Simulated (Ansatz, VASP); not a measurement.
## TaH3: VASP beside Ansatz

```xyz
8
Lattice="4.9566 0.0000 0.0000 -2.4783 4.2926 0.0000 0.0000 0.0000 2.8680" Properties=species:S:1:pos:R:3 pbc="T T T"
Ta    2.4783    1.4309    2.1510
Ta    0.0000    2.8617    0.7170
H     1.1070    1.2353    0.7170
H     3.3334    0.3410    0.7170
H     2.9946    2.7163    0.7170
H    -0.5163    1.5763    2.1510
H     1.3713    3.0573    2.1510
H    -0.8551    3.9515    2.1510
```

Alike in both runs: functional PBE; k mesh 6 × 6 × 12; occupations gaussian, width 0.1 eV; no spin polarisation.

Ansatz relaxed the structure, and its values are those at the end. VASP's run is a single point on that final structure, the one shown.

|  | VASP | Ansatz |
| --- | --- | --- |
| version | VASP 6.6.1 | Ansatz 0.2.0 |
| potentials or method | VASP PAW PBE potentials, release 64 (Ta_pv, H), cutoff 520 eV | scalar-relativistic, plane waves, PAW |
| valence electrons in the cell | 28 | 32 |

```tsv
	VASP	Ansatz	Ansatz less VASP
gap on the k mesh at the Fermi level (eV)	none	none	-
pressure (GPa)	0.1	0.0	-0.07
rms of the force components (eV/Å)	0.005	0.000	-0.0046
```

A gap of «none» marks a metal or a gap that the smearing closes. VASP's potentials hold 28 valence electrons a cell and Ansatz's 32, so a difference there can come from the potentials and not from the codes.

Spin-orbit coupling is off throughout.
